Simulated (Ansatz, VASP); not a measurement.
**AlN: VASP beside Ansatz**

The input INCAR:

```
ALGO = Normal ; EDIFF = 1E-6
ENCUT = 520 ; GGA = PE
ISIF = 2 ; ISMEAR = 0
LASPH = T ; LCHARG = F
LREAL = F ; LWAVE = F
NBANDS = 11 ; NELM = 80
PREC = Accurate ; SIGMA = 0.05
```

Contents of KPOINTS:

```
k-points
0
Gamma
  10 10 10
```

File POSCAR:

```
AlN
1.0
   -0.0775940137      1.9119960820      1.9119960820
    1.9119960820     -0.0775940137      1.9119960820
    1.9119960820      1.9119960820     -0.0775940137
Al N
1 1
Direct
    0.5000000000      0.5000000000      0.5000000000
    0.0000000000      0.0000000000      0.0000000000
```

Input for Ansatz:

```yaml
crystal:
  lattice:
    - [-0.0775940137, 1.911996082, 1.911996082]
    - [1.911996082, -0.0775940137, 1.911996082]
    - [1.911996082, 1.911996082, -0.0775940137]
  atoms:
    - { symbol: Al, position: [0.5, 0.5, 0.5] }
    - { symbol: "N", position: [0.0, 0.0, 0.0] }
basis:
  ecutwfc: 520.0
kpoints:
  mp_grid: { grid: [10, 10, 10] }
hamiltonian:
  xc: pbe
  pseudopotentials: { kind: paw, azcp: { folder: soft_1 } }
scf:
  occupations: { method: gaussian, width: 0.05 }
output:
  forces: true
  stress: true
  eigenvalues: true
```

Alike in both runs: task single point; functional PBE; k mesh 10 × 10 × 10; occupations gaussian, width 0.05 eV; no spin polarisation.

|  | VASP | Ansatz |
| --- | --- | --- |
| version | VASP 6.6.1 | Ansatz 0.2.0 |
| potentials or method | VASP PAW PBE potentials, release 64 (Al, N), cutoff 520 eV | scalar-relativistic, plane waves, PAW |
| valence electrons in the cell | 8 | 8 |

Ansatz gave:

- gap on the k mesh at the Fermi level (eV): 4.09
- least direct gap on the mesh (eV): 6.55

Question: Which values does VASP return?

Answer: gap on the k mesh at the Fermi level (eV): 4.09; least direct gap on the mesh (eV): 6.57.

With one functional, cell and mesh, what is left measures potentials, basis and numerics.
